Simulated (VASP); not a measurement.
Here is a VASP 6.6.1 calculation.

Contents of INCAR:

```
SYSTEM = GaSi16
PREC = Accurate ; ENCUT = 520
EDIFF = 1E-7 ; ISMEAR = 0
SIGMA = 0.05 ; LREAL = Auto
LASPH = .True. ; NELM = 150
ALGO = Normal ; ISIF = 2
LWAVE = .False. ; LCHARG = .False.
ISPIN = 2 ; MAGMOM = 0 0 0 0 0 0 0 0 0 0 0 0 0 0 0 0 0
LORBIT = 11 ; GGA = PE
IVDW = 12 ; NBANDS = 56
```

KPOINTS

```
Automatic mesh
0
Gamma
  2 2 2
  0 0 0
```

POSCAR

```
GaSi16
1.0
    0.0000000000      5.4300000000      5.4300000000
    5.4300000000      0.0000000000      5.4300000000
    5.4300000000      5.4300000000      0.0000000000
Si Ga
16 1
Direct
    0.0198179558      0.0203767035     -0.0595291897
    0.1143839779      0.1151132597      0.1151289134
   -0.0011679558     -0.0006629834      0.4884609576
    0.1447940147      0.1452571823      0.5655378453
   -0.0307174033      0.5108730203      0.0097207182
    0.1148767035      0.6561811234      0.1147332413
   -0.0010051565      0.5142780847      0.4881139963
    0.1112296501      0.6265543278      0.6363559853
    0.5103628913     -0.0302527624      0.0099162983
    0.6557512891      0.1153525783      0.1149523941
    0.5137819521     -0.0006001842      0.4883073665
    0.6260756906      0.1116224678      0.6365364641
    0.5105831492      0.5109553407      0.0096093002
    0.6052217311      0.6055845304      0.1843368324
    0.4801986188      0.4806210866      0.5593072744
    0.6262195212      0.6266060773      0.6362546961
    0.3125252302      0.3129121547      1.0623550645
```

Potentials or basis: VASP PAW PBE potentials, release 64 (Si, Ga_d).

Run with:

```sh
$ cat potpaw_PBE.64/Si/POTCAR potpaw_PBE.64/Ga_d/POTCAR > POTCAR
$ mpirun -np 1 vasp_std > vasp.out
```

Problem. Predict the largest force.

Solution. 0.042 eV/Å.

Problem. Estimate the dispersion energy per atom.

Solution. -0.331 eV.

Problem. Predict the pressure.

Solution. 2.9 GPa.

Problem. What does it give for the net moment?

Solution. 0.00 μB per cell.

Forces in eV/Å, atoms in the order of the input:
```
Si   0.006  0.006 -0.006
Si  -0.004  0.000 -0.037
Si  -0.004 -0.005  0.006
Si  -0.006 -0.007  0.007
Si   0.002 -0.039 -0.003
Si   0.041 -0.005  0.000
Si  -0.006 -0.004  0.005
Si   0.004  0.007 -0.005
Si  -0.038  0.002 -0.002
Si  -0.006  0.039 -0.002
Si  -0.004 -0.006  0.005
Si   0.008  0.005 -0.005
Si   0.003  0.002  0.039
Si  -0.006 -0.006  0.006
Si   0.007  0.006 -0.005
Si   0.004  0.005 -0.006
Ga   0.001  0.000  0.002
```

Caveat: the k points lie up to 0.50 Å⁻¹ apart.
